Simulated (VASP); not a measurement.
Runs of VASP 6.6.1 on Ag. The structure is that of space group P6_3/mmc (No. 194), or close to it. The cells are those of the table. This isn't the form of Ag at room conditions, which is fcc.

```csv
cell,k mesh,gap on the mesh (eV),pressure (GPa)
"a = 2.851, b = 2.851, c = 9.429 Å, angles 90.0, 90.0, 120.0°, 4 atoms",14 × 14 × 4,none,(b)
"a = 2.770, b = 2.770, c = 9.159 Å, angles 90.0, 90.0, 120.0°, 4 atoms",14 × 14 × 4,none,19.6
"a = 2.891, b = 2.891, c = 9.558 Å, angles 90.0, 90.0, 120.0°, 4 atoms",13 × 13 × 3,none,0.1
"a = 2.811, b = 2.811, c = 9.296 Å, angles 90.0, 90.0, 120.0°, 4 atoms",14 × 14 × 4,none,11.4
"a = 2.891, b = 2.891, c = 9.558 Å, angles 90.0, 90.0, 120.0°, 4 atoms",14 × 14 × 4,none,(a)
```

Alike in all rows: task single point; level r2SCAN; potentials or basis VASP PAW PBE potentials, release 64 (Ag); no spin polarisation; cutoff (eV) 520; smearing fermi-dirac 0.1 eV.

Problem. Estimate the missing entries.

Solution. (a) 0.3; (b) 5.1.

Caveats: the PAW data sets were made with another functional, which shifts forces and pressure a little; the cell stands under pressure (at least some runs).

A k mesh can miss the band edges, and the runs leave out spin-orbit coupling on Ag.

A gap of «none» marks levels without a gap at the run's occupations.
